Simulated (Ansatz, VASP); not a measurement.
One calculation of WSe2, two programs

Contents of INCAR:

```
ALGO = Normal
EDIFF = 1E-6
ENCUT = 520
GGA = PE
ISIF = 2
ISMEAR = 0
IVDW = 12
LASPH = T
LCHARG = T
LELF = T
LREAL = F
LVHAR = T
LWAVE = F
NBANDS = 35
NELM = 80
PREC = Accurate
SIGMA = 0.05
```

The input KPOINTS:

```
k-points
0
Gamma
  12 12 2
```

Contents of POSCAR:

```
WSe2
1.0
    3.2780226167     -0.0006933501      0.0039314058
   -1.6396117671      2.8846322469      0.0013003828
    0.0154985888      0.0148676123     12.9003354333
W Se
2 4
Direct
    0.2759760077      0.6397373664      0.2552274760
    0.5637815651      0.2619031465      0.7439448943
    0.4754684864      0.6317772727      0.6225546677
    0.7100975319      0.3316829898      0.1165119992
    0.4177320254      0.7572316136      0.8904137278
    0.5569443835      0.3776676109      0.3713472349
```

Input for Ansatz:

```yaml
crystal:
  lattice:
    - [3.2780226167, -0.0006933501, 0.0039314058]
    - [-1.6396117671, 2.8846322469, 0.0013003828]
    - [0.0154985888, 0.0148676123, 12.9003354333]
  atoms:
    - { symbol: W, position: [0.2759760077, 0.6397373664, 0.255227476] }
    - { symbol: W, position: [0.5637815651, 0.2619031465, 0.7439448943] }
    - { symbol: Se, position: [0.4754684864, 0.6317772727, 0.6225546677] }
    - { symbol: Se, position: [0.7100975319, 0.3316829898, 0.1165119992] }
    - { symbol: Se, position: [0.4177320254, 0.7572316136, 0.8904137278] }
    - { symbol: Se, position: [0.5569443835, 0.3776676109, 0.3713472349] }
basis:
  ecutwfc: 420
kpoints:
  mp_grid: { grid: [12, 12, 2] }
hamiltonian:
  xc: pbe
  dispersion: d3bj
scf:
  occupations: { method: gaussian, width: 0.05 }
output:
  forces: true
  stress: true
  eigenvalues: true
```

Change from the starting cell: all atoms moved at random (sigma 0.22 Å a component), cell strained at random (sigma 0.01).

Alike in both runs: task single point; functional PBE; dispersion D3(BJ); k mesh 12 × 12 × 2; occupations gaussian, width 0.05 eV; no spin polarisation.

```csv
,VASP,Ansatz
version,VASP 6.6.1,Ansatz 0.2.0
potentials or method,"VASP PAW PBE potentials, release 64 (W_sv, Se), cutoff 520 eV","scalar-relativistic, plane waves, PAW"
valence electrons in the cell,52,92
```

Ansatz gave:

| Quantity | Value |
| --- | --- |
| gap on the k mesh at the Fermi level (eV) | none |
| pressure (GPa) | 13.4 |
| traceless stress, the component that is largest in VASP (GPa) | 23.19 |
| rms of the force components (eV/Å) | 4.228 |

Q: What did VASP give for the same quantities?

A: gap on the k mesh at the Fermi level (eV): none; pressure (GPa): 13.8; traceless stress, the component that is largest in VASP (GPa): 23.29; rms of the force components (eV/Å): 4.252.

Atom by atom the forces differ by 0.032 eV/Å (rms over components). A gap of «none» marks a metal or a gap that the smearing closes. VASP's potentials hold 52 valence electrons a cell and Ansatz's 92, so a difference there can come from the potentials and not from the codes.

Neither program's run includes spin-orbit coupling.
